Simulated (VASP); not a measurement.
Runs of VASP 6.6.1 on In2Au. The structure is that of space group Fm-3m (No. 225), or close to it. The cells are those of the table. 

```csv
task,cell,gap on the mesh (eV),pressure (GPa)
single point,"a = 4.621, b = 4.621, c = 4.644 Å, angles 59.8, 59.8, 60.3°, 3 atoms",none,-2.5
single point,"a = 4.575, b = 4.575, c = 4.552 Å, angles 60.2, 60.2, 59.7°, 3 atoms",none,0.3
electric field gradients,"a = 4.575, b = 4.575, c = 4.552 Å, angles 60.2, 60.2, 59.7°, 3 atoms",none,0.3
single point,"a = 4.644, b = 4.644, c = 4.690 Å, angles 59.7, 59.7, 60.7°, 3 atoms",none,-3.6
single point,"a = 4.552, b = 4.552, c = 4.506 Å, angles 60.3, 60.3, 59.3°, 3 atoms",none,(a)
```

Alike in all rows: level LDA; potentials or basis VASP PAW LDA potentials, release 64 (In_d, Au); no spin polarisation; k mesh 10 × 10 × 10; cutoff (eV) 520; smearing fermi-dirac 0.05 eV.

Question: Estimate the missing entries.

Answer: (a) 2.0.

Caveats: spin-orbit coupling is left out, which moves the levels of the heavy elements; the cell stands under tension (at least some runs).

A k mesh can miss the band edges, and the runs leave out spin-orbit coupling on Au, In.

A gap of «none» marks levels without a gap at the run's occupations.
